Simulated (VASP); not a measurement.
# Mo (I4/mmm) in VASP: a series of runs

The runs below take Mo through single point, with LDA.

Everything below comes from runs of VASP 6.6.1. Logs are shortened: lines on timing, memory, paths and dates and some standing lists are left out, and cuts for length are marked.

## 1. The cell of the first run

Symmetry: I4/mmm, No. 139, tetragonal system. Conventional cell: a = 2.935 Å, b = 2.935 Å, c = 4.090 Å, α = 90.00°, β = 90.00°, γ = 90.00°. Within 3.8 Å of Mo (site symmetry 4/mmm) lie 12 Mo at 2.91 to 2.94 Å.

## 2. Single point, LDA (strain +0.030 along x and y, +0.015 along z)

INCAR

```
SYSTEM = Mo
ALGO = Fast ; EDIFF = 1E-6
ENCUT = 520 ; GGA = CA
ISIF = 2 ; ISMEAR = 0
LASPH = .True. ; LCHARG = .False.
LREAL = .False. ; LWAVE = .False.
NBANDS = 13 ; NELM = 100
PREC = Accurate ; SIGMA = 0.15
```

KPOINTS

```
k-points
0
Gamma
  20 20 20
  0 0 0
```

POSCAR

```
Mo
1.0
    0.0000000000      2.0754500000      2.0452250000
    2.0754500000      0.0000000000      2.0452250000
    2.0754500000      2.0754500000      0.0000000000
Mo
1
Direct
    0.0000000000      0.0000000000      0.0000000000
```

Potentials or basis: VASP PAW LDA potentials, release 64 (Mo_sv).

Launch:

```bash
cat potpaw_LDA.64/Mo_sv/POTCAR > POTCAR
mpirun -np 1 vasp_std > vasp.out
```

OUTCAR:

```text
SYSTEM = Mo
   EDIFF = 1E-6
   ENCUT = 520
   GGA = CA
   ISIF = 2
   ISMEAR = 0
   LASPH = .True.
   LREAL = .False.
   NELM = 100
   PREC = Accurate

 ion  position               nearest neighbor table
   1  0.000  0.000  0.000-

  LATTYP: Found a body centered tetragonal cell.
 ALAT       =     2.9351295380
 C/A-ratio  =     1.3936182192

  Lattice vectors:

 A1 = (   0.0000000000,  -2.0754500000,  -2.0452250000)
 A2 = (   0.0000000000,   2.0754500000,  -2.0452250000)
 A3 = (   2.0754500000,   0.0000000000,   2.0452250000)

Analysis of symmetry for initial positions (statically):
=====================================================================
 Subroutine PRICEL returns:
 Original cell was already a primitive cell.

 Routine SETGRP: Setting up the symmetry group for a
 body centered tetragonal supercell.

 Subroutine GETGRP returns: Found 16 space group operations
 (whereof 16 operations were pure point group operations)
 out of a pool of 16 trial point group operations.

The static configuration has the point symmetry D_4h.

Analysis of symmetry for dynamics (positions and initial velocities):
=====================================================================
 Subroutine PRICEL returns:
 Original cell was already a primitive cell.

 Routine SETGRP: Setting up the symmetry group for a
 body centered tetragonal supercell.

 Subroutine GETGRP returns: Found 16 space group operations
 (whereof 16 operations were pure point group operations)
 out of a pool of 16 trial point group operations.

The dynamic configuration has the point symmetry D_4h.

 Subroutine INISYM returns: Found 16 space group operations
 (whereof 16 operations are pure point group operations),
 and found     1 'primitive' translations

----------------------------------------------------------------------------------------

                                     Primitive cell

  volume of cell :      17.6196

  direct lattice vectors                    reciprocal lattice vectors
     0.000000000  2.075450000  2.045225000    -0.240911610  0.240911610  0.244471880
     2.075450000  0.000000000  2.045225000     0.240911610 -0.240911610  0.244471880
     2.075450000  2.075450000  0.000000000     0.240911610  0.240911610 -0.244471880

  length of vectors
     2.913835617  2.913835617  2.935129538     0.419336747  0.419336747  0.419336747

  position of ions in fractional coordinates (direct lattice)
     0.000000000  0.000000000  0.000000000

  ion indices of the primitive-cell ions
   primitive index   ion index
                 1           1

----------------------------------------------------------------------------------------

 KPOINTS: k-points

Automatic generation of k-mesh.
 Grid dimensions read from file:
 generate k-points for:   20   20   20

 Generating k-lattice:

  Cartesian coordinates                     Fractional coordinates (reciprocal lattice)
    -0.012045580  0.012045580  0.012223594     0.050000000  0.000000000  0.000000000
     0.012045580 -0.012045580  0.012223594     0.000000000  0.050000000  0.000000000
     0.012045580  0.012045580 -0.012223594     0.000000000  0.000000000  0.050000000

  Length of vectors
     0.020966837  0.020966837  0.020966837

  Shift w.r.t. Gamma in fractional coordinates (k-lattice)
     0.000000000  0.000000000  0.000000000

 Subroutine IBZKPT returns following result:
 ===========================================

 Found    641 irreducible k-points:

 Following reciprocal coordinates:
            Coordinates               Weight
  0.000000  0.000000  0.000000      1.000000
  0.050000  0.000000  0.000000      8.000000
  0.100000  0.000000  0.000000      8.000000
  0.150000  0.000000  0.000000      8.000000
  0.200000  0.000000  0.000000      8.000000
  0.250000  0.000000  0.000000      8.000000
[... 16 lines left out ...]
 -0.400000  0.050000  0.000000      8.000000
 -0.350000  0.050000  0.000000      8.000000
 [... further k-points ...]
   k-points           NKPTS =    641   k-points in BZ     NKDIM =    641   number of bands    NBANDS=     13
   number of dos      NEDOS =    301   number of ions     NIONS =      1
   total plane-waves  NPLWV =  13824
   dimension x,y,z NGX =    24 NGY =   24 NGZ =   24
   dimension x,y,z NGXF=    48 NGYF=   48 NGZF=   48
   ions per type =               1
   NGX,Y,Z   is equivalent  to a cutoff of  13.69, 13.69, 13.59 a.u.
   NGXF,Y,Z  is equivalent  to a cutoff of  27.39, 27.39, 27.19 a.u.
 SYSTEM =  Mo
   PREC   = accura    normal or accurate (medium, high low for compatibility)
   ISTART =      0    job   : 0-new  1-cont  2-samecut
   ICHARG =      2    charge: 1-file 2-atom 10-const
   ISPIN  =      1    spin polarized calculation?
   LNONCOLLINEAR =      F non collinear calculations
   LSORBIT =      F    spin-orbit coupling
   LASPH  =      T    aspherical Exc in radial PAW
   ENCUT  =  520.0 eV  38.22 Ry    6.18 a.u.   5.42  5.42  5.46*2*pi/ulx,y,z
   NELM   =    100;   NELMIN=  2; NELMDL= -5     # of ELM steps
   EDIFF  = 0.1E-05   stopping-criterion for ELM
   LREAL  =      F    real-space projection
   EDIFFG = 0.1E-04   stopping-criterion for IOM
   NSW    =      0    number of steps for IOM
   IBRION =     -1    ionic relax: 0-MD 1-quasi-New 2-CG
   NFREE  =      0    steps in history (QN), initial steepest desc. (CG)
   ISIF   =      2    stress and relaxation
   ISYM   =      2    0-nonsym 1-usesym 2-fastsym
   POTIM  = 0.5000    time-step for ionic-motion
   TEBEG  =    0.0;   TEEND  =   0.0 temperature during run
   PSTRESS=    0.0 pullay stress
   NELECT =      14.0000    total number of electrons
   NUPDOWN=      -1.0000    fix difference up-down
   EMIN   =  10.00;   EMAX   =-10.00  energy-range for DOS
   EFERMI =   0.00;   METHOD = LEGACY
   ISMEAR =     0;   SIGMA  =   0.15  broadening in eV -4-tet -1-fermi 0-gaus
   EFERMI_NEDOS =   21; number of points for ismear=-14 and -15
   IALGO  =     68    algorithm
   IMIX   =      4    mixing-type and parameters
     AMIX     =   0.40;   BMIX     =  1.00
     AMIX_MAG =   1.60;   BMIX_MAG =  1.00
  volume/ion in A,a.u.               =      17.62       118.90
  Fermi-wavevector in a.u.,A,eV,Ry     =   1.516302  2.865395 31.282120  2.299171
  Thomas-Fermi vector in A             =   2.625710
   LORBIT       =      0    0 simple, 1 ext, 2 COOP (PROOUT), +10 PAW based schemes
   GGA     = CA    functional components
   LHFCALC =     F    Hartree Fock is set to
   AEXX    =    0.0000 exact exchange contribution
   IVDW    =     0    specifies the selected vdW correction
   LEPSILON=     F    determine dielectric tensor
   LRPA    =     F    only Hartree local field effects (RPA)
 non-spin polarized calculation
 RMM-DIIS sequential band-by-band and
 Gauss-broadening in eV      SIGMA  =   0.15
  energy-cutoff  :      520.00
  volume of cell :       17.62
 maximum number of plane-waves:       503
 NGX is ok and might be reduce to    24
   NGX = 11   NGY = 11   NGZ = 11

 number of electron      13.9999998 magnetization

 Free energy of the ion-electron system (eV)
  ---------------------------------------------------
  ext. energy  EPLUGINS =         0.00000000
  ---------------------------------------------------
  free energy    TOTEN  =       -11.48121541 eV

  energy without entropy =      -11.46452339  energy(sigma->0) =      -11.47286940

 E-fermi :  10.2313     XC(G=0): -12.9318

 val. band max:       10.2286620519   @ k =   0.2000   0.1500   0.0500
 cond. band min:      10.2352736349   @ k =   0.5000   0.0000   0.3000
 fundamental gap:      0.0066115830
 Fermi energy:        10.2313021126

 k-point     1 :       0.0000    0.0000    0.0000
  band No.  band energies     occupation
      1     -50.1894      2.00000
      2     -23.8824      2.00000
      3     -23.8824      2.00000
      4     -23.8731      2.00000
      5       3.8115      2.00000
      6       9.5852      2.00000
      7       9.5852      2.00000
      8       9.7394      2.00000
      9      11.8342      0.00000
     10      12.0415      0.00000
     11      23.2902      0.00000
     12      27.8782      0.00000
     13      27.8782      0.00000

 k-point     2 :       0.0500    0.0000    0.0000
  band No.  band energies     occupation
      1     -50.1856      2.00000
      2     -23.9049      2.00000
      3     -23.8859      2.00000
      4     -23.8785      2.00000
      5       3.9043      2.00000
      6       9.5490      2.00000
      7       9.6266      2.00000
      8       9.7566      1.99999
      9      11.8052      0.00000
     10      12.0077      0.00000
     11      23.4628      0.00000
     12      27.5440      0.00000
     13      28.0386      0.00000

 k-point     3 :       0.1000    0.0000    0.0000
  band No.  band energies     occupation
      1     -50.1748      2.00000
      2     -23.9765      2.00000
      3     -23.8959      2.00000
      4     -23.8876      2.00000
      5       4.1737      2.00000
      6       9.4064      2.00000
      7       9.7371      2.00000
      8       9.8509      1.99966
      9      11.7381      0.00000
     10      11.9252      0.00000
     11      23.9437      0.00000
     12      26.6329      0.00000
     13      28.5084      0.00000
[... 305 lines left out ...]
 k-point    23 :      -0.4000    0.0500    0.0000
  band No.  band energies     occupation
      1     -50.0431      2.00000
      2     -24.7794      2.00000
      3     -24.0119      2.00000
      4     -24.0098      2.00000
      5       6.1721      2.00000
      6       9.5198      2.00000
      7       9.5497      2.00000
      8      10.7345      0.00000
      9      13.3023      0.00000
     10      13.8210      0.00000
     11      20.7138      0.00000
     12      23.5503      0.00000
     13      28.5637      0.00000

 k-point    24 :      -0.3500    0.0500    0.0000
  band No.  band energies     occupation
      1     -50.0585      2.00000
      2     -24.6884      2.00000
      3     -24.0032      2.00000
      4     -23.9928      2.00000
      5       6.1732      2.00000
      6       9.6334      2.00000
      7       9.6776      2.00000
      8      10.0493      1.91376
      9      12.8225      0.00000
     10      13.4525      0.00000
     11      21.5806      0.00000
     12      24.2467      0.00000
     13      29.2529      0.00000

 [... further k-points ...]

------------------------ aborting loop because EDIFF is reached ----------------------------------------

  FORCE on cell =-STRESS in cart. coord.  units (eV):
  Direction    XX          YY          ZZ          XY          YZ          ZX
  --------------------------------------------------------------------------------------
  -------------------------------------------------------------------------------------
  Total       -3.0025257     -3.0025257     -3.3083859      0.0000000     -0.0000000     -0.0000000
  in kB     -273.0245390   -273.0245390   -300.8368956      0.0000000     -0.0000000     -0.0000000
  external PRESSURE =    -282.2953246 kB  Pullay stress =       0.0000000 kB

 VOLUME and BASIS-vectors are now :
 -----------------------------------------------------------------------------
  energy-cutoff  :      520.00
  volume of cell :       17.62
      direct lattice vectors                 reciprocal lattice vectors
     0.000000000  2.075450000  2.045225000    -0.240911610  0.240911610  0.244471880
     2.075450000  0.000000000  2.045225000     0.240911610 -0.240911610  0.244471880
     2.075450000  2.075450000  0.000000000     0.240911610  0.240911610 -0.244471880

 POSITION                                       TOTAL-FORCE (eV/Angst)
 -----------------------------------------------------------------------------------
      0.00000      0.00000      0.00000        -0.000000     -0.000000      0.000000
 -----------------------------------------------------------------------------------
    total drift:                                0.000000      0.000000     -0.000000

  FREE ENERGIE OF THE ION-ELECTRON SYSTEM (eV)
  ---------------------------------------------------
  free  energy   TOTEN  =       -11.4812154054 eV

  energy  without entropy=      -11.4645233891  energy(sigma->0) =      -11.47286940
```

It took 64 s on 1 thread of Intel Xeon Platinum 8375C at 2.90GHz (Ice Lake), shared host; peak memory 0.24 GiB.

What came out:

* Free energy: -11.4812 eV
* Pressure: -28.2 GPa
* Band gap on the k mesh: zero (bands 7 and 8 overlap by 4.04 eV)

Stress tensor (GPa, compression positive):
```
-27.30   0.00   0.00
  0.00 -27.30   0.00
  0.00   0.00 -30.08
```

Levels at points of the mesh, in eV from the Fermi level:
```tsv
k point	band 5	band 6	band 7	band 8	band 9	band 10
(0.00, 0.00, 0.00)	-6.42	-0.65	-0.65	-0.49	1.60	1.81
(0.50, 0.00, 0.00)	-4.16	-0.85	-0.67	1.33	3.48	3.57
(0.50, 0.50, 0.00)	-4.37	-3.75	3.46	3.73	4.06	4.06
(0.50, 0.00, 0.50)	-4.37	-3.72	3.46	3.46	3.96	4.12
```

Caveat: the cell differs from its parent crystal (strain +0.030 along x and y, +0.015 along z); the cell stands under tension.

## 3. Single point, LDA (strain -0.030 along x and y, -0.015 along z)

INCAR

```
PREC = Accurate
ENCUT = 520
EDIFF = 1E-7
ISMEAR = 0
SIGMA = 0.15
LREAL = F
LASPH = T
NELM = 100
ALGO = Fast
ISIF = 2
LWAVE = F
LCHARG = F
NBANDS = 13
```

KPOINTS

```
regular mesh
0
Gamma
  20 20 20
```

POSCAR

```
Mo
1.0
    0.0000000000      1.9545500000      1.9847750000
    1.9545500000      0.0000000000      1.9847750000
    1.9545500000      1.9545500000      0.0000000000
Mo
1
Direct
    0.0000000000      0.0000000000      0.0000000000
```

Potentials or basis: VASP PAW LDA potentials, release 64 (Mo_sv).

Launch:

```bash
cat potpaw_LDA.64/Mo_sv/POTCAR > POTCAR
mpirun -np 1 vasp_std > vasp.out
```

Run time: 72 s. Hardware: 1 thread of Intel Xeon Platinum 8375C at 2.90GHz (Ice Lake), shared host; peak memory 0.23 GiB.

It converged, with:

| Item | Value |
| --- | --- |
| Free energy | -11.7072 eV |
| Pressure | 2.6 GPa |
| Band gap on the k mesh | zero (bands 7 and 8 overlap by 5.02 eV) |

Stress tensor (GPa, compression positive):
```
1.64 0.00 0.00
0.00 1.64 0.00
0.00 0.00 4.52
```

Levels at points of the mesh, in eV from the Fermi level:
| k point | band 3 | band 4 | band 5 | band 6 | band 7 | band 8 | band 9 | band 10 | band 11 | band 12 |
| --- | --- | --- | --- | --- | --- | --- | --- | --- | --- | --- |
| (0.00, 0.00, 0.00) | -33.73 | -33.73 | -6.88 | -0.93 | -0.74 | -0.74 | 1.93 | 2.21 | 13.14 | 18.24 |
| (0.50, 0.00, 0.00) | -33.96 | -33.92 | -4.88 | -1.13 | -0.92 | 1.81 | 4.29 | 4.41 | 11.93 | 12.85 |
| (0.50, 0.50, 0.00) | -34.26 | -34.26 | -5.34 | -4.60 | 4.19 | 4.30 | 5.00 | 5.00 | 13.05 | 13.05 |
| (0.50, 0.00, 0.50) | -34.33 | -34.29 | -5.36 | -4.64 | 4.28 | 4.51 | 4.91 | 5.13 | 12.68 | 12.96 |

Caveat: the cell differs from its parent crystal (strain -0.030 along x and y, -0.015 along z).

## 4. Single point, LDA (strain -0.030 along x and y, +0.000 along z)

INCAR

```
ALGO = Normal ; EDIFF = 1E-6
ENCUT = 520 ; GGA = CA
ISIF = 2 ; ISMEAR = 0
LASPH = T ; LCHARG = F
LREAL = F ; LWAVE = F
NBANDS = 13 ; NELM = 60
PREC = Accurate ; SIGMA = 0.15
```

KPOINTS

```
k-points
0
Gamma
  20 20 20
```

POSCAR

```
Mo
1.0
    0.0000000000      1.9545500000      2.0150000000
    1.9545500000      0.0000000000      2.0150000000
    1.9545500000      1.9545500000      0.0000000000
Mo
1
Direct
    0.0000000000      0.0000000000      0.0000000000
```

Launch:

```bash
cat potpaw_LDA.64/Mo_sv/POTCAR > POTCAR
mpirun -np 1 vasp_std > vasp.out
```

Run time: 50 s. Hardware: 1 thread of Intel Xeon Platinum 8375C at 2.90GHz (Ice Lake), shared host; peak memory 0.23 GiB.

The run converged. Its results:

```
Free energy            : -11.7121 eV
Pressure               : -1.4 GPa
Band gap on the k mesh : zero (bands 7 and 8 overlap by 4.81 eV)
```

Stress tensor (GPa, compression positive):
```
-3.16  0.00  0.00
 0.00 -3.16  0.00
 0.00  0.00  2.05
```

Levels at points of the mesh, in eV from the Fermi level:
| k point | band 4 | band 5 | band 6 | band 7 | band 8 | band 9 | band 10 | band 11 |
| --- | --- | --- | --- | --- | --- | --- | --- | --- |
| (0.00, 0.00, 0.00) | -33.78 | -6.85 | -1.05 | -0.66 | -0.66 | 1.74 | 2.29 | 13.14 |
| (0.50, 0.00, 0.00) | -33.94 | -4.82 | -1.21 | -0.80 | 1.74 | 4.13 | 4.36 | 11.68 |
| (0.50, 0.50, 0.00) | -34.27 | -5.23 | -4.49 | 3.88 | 4.22 | 4.87 | 4.87 | 13.06 |
| (0.50, 0.00, 0.50) | -34.32 | -5.27 | -4.56 | 4.16 | 4.50 | 4.68 | 5.11 | 12.34 |

Caveat: the cell differs from its parent crystal (strain -0.030 along x and y, +0.000 along z); the stress differs along the axes, from -3 to 2 GPa.

## 5. Single point, LDA (strain -0.015 along x and y, -0.030 along z)

INCAR

```
SYSTEM = Mo
ALGO = Fast
EDIFF = 1E-6
ENCUT = 520
GGA = CA
ISIF = 2
ISMEAR = 0
LASPH = .True.
LCHARG = .False.
LREAL = .False.
LWAVE = .False.
NBANDS = 13
NELM = 60
PREC = Accurate
SIGMA = 0.15
```

KPOINTS

```
k-points
0
Gamma
  20 20 20
  0 0 0
```

POSCAR

```
Mo
1.0
    0.0000000000      1.9847750000      1.9545500000
    1.9847750000      0.0000000000      1.9545500000
    1.9847750000      1.9847750000      0.0000000000
Mo
1
Direct
    0.0000000000      0.0000000000      0.0000000000
```

Launch:

```bash
cat potpaw_LDA.64/Mo_sv/POTCAR > POTCAR
mpirun -np 1 vasp_std > vasp.out
```

It took 64 s on 1 thread of Intel Xeon Platinum 8375C at 2.90GHz (Ice Lake), shared host; peak memory 0.23 GiB.

The run converged. Its results:

```
Free energy            : -11.7082 eV
Pressure               : -1.5 GPa
Band gap on the k mesh : zero (bands 7 and 8 overlap by 4.95 eV)
```

Stress tensor (GPa, compression positive):
```
-0.45  0.00  0.00
 0.00 -0.45  0.00
 0.00  0.00 -3.69
```

Levels at points of the mesh, in eV from the Fermi level:
| k point | band 5 | band 6 | band 7 | band 8 | band 9 | band 10 |
| --- | --- | --- | --- | --- | --- | --- |
| (0.00, 0.00, 0.00) | -6.84 | -0.84 | -0.84 | -0.65 | 1.90 | 2.17 |
| (0.50, 0.00, 0.00) | -4.80 | -1.10 | -0.89 | 1.75 | 4.20 | 4.32 |
| (0.50, 0.50, 0.00) | -5.25 | -4.55 | 4.19 | 4.51 | 4.92 | 4.92 |
| (0.50, 0.00, 0.50) | -5.23 | -4.51 | 4.20 | 4.20 | 4.80 | 5.00 |

Caveat: the cell differs from its parent crystal (strain -0.015 along x and y, -0.030 along z).

## 6. The runs side by side

| cell | gap on the mesh (eV) | pressure (GPa) |
| --- | --- | --- |
| a = 2.914, b = 2.914, c = 2.935 Å, angles 59.8, 59.8, 60.5°, 1 atom | none | -28.2 |
| a = 2.786, b = 2.786, c = 2.764 Å, angles 60.3, 60.3, 59.5°, 1 atom | none | 2.6 |
| a = 2.807, b = 2.807, c = 2.764 Å, angles 60.5, 60.5, 59.0°, 1 atom | none | -1.4 |
| a = 2.786, b = 2.786, c = 2.807 Å, angles 59.7, 59.7, 60.5°, 1 atom | none | -1.5 |

Alike in all rows: task single point; level LDA; potentials or basis VASP PAW LDA potentials, release 64 (Mo_sv); no spin polarisation; k mesh 20 × 20 × 20; cutoff (eV) 520; smearing gaussian 0.15 eV.

Caveats: the cell stands under tension (at least some runs); the stress differs along the axes, from -3 to 2 GPa (at least some runs).

Absolute energies hang on the potentials; compare differences alone.
